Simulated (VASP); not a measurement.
Write the native input for VASP 6.6.1 that does the following.

```yaml
Task: single point
Functional: PBE
Potentials_or_basis: VASP PAW PBE potentials, release 64 (Ge_d)
Cutoff: 520 eV
k_mesh: 8 × 8 × 8
Occupations: gaussian, width 0.021 eV
Spin: no spin polarisation
Dipole_correction: no
Further_INCAR_settings: ALGO = Normal; EDIFF = 1e-07; NBANDS = 21
```

The structure of Ge lies in POSCAR:

```
Ge
1.0
    0.0000000000      2.8289100000      2.8289100000
    2.8289100000      0.0000000000      2.8289100000
    2.8289100000      2.8289100000      0.0000000000
Ge
2
Direct
    0.7500000000      0.7500000000      0.7500000000
    0.5000000000      0.5000000000      0.5000000000
```

One way to write it, as run:

INCAR

```
SYSTEM = Ge
  ALGO = Normal
  EDIFF = 1E-7
  ENCUT = 520
  GGA = PE
  ISIF = 2
  ISMEAR = 0
  LASPH = .TRUE.
  LCHARG = .FALSE.
  LREAL = .FALSE.
  LWAVE = .FALSE.
  NBANDS = 21
  NELM = 100
  PREC = Accurate
  SIGMA = 0.020999999999999998
```

KPOINTS

```
k-points
0
G
  8 8 8
  0 0 0
```

Potentials or basis: VASP PAW PBE potentials, release 64 (Ge_d).

Command:

```bash
$ cat potpaw_PBE.64/Ge_d/POTCAR > POTCAR
$ mpirun -np 1 vasp_std > vasp.out
```

Results of the run:

| Quantity | Value |
| --- | --- |
| Pressure | 3.5 GPa |
| Band gap on the k mesh | 0.03 eV |

Caveat: the cell stands under pressure; semilocal functionals underestimate gaps, and a narrow one can read as zero.

Wall time 47 s on 1 thread of Intel Xeon 8259CL, on a shared host, peak memory 0.17 GiB.
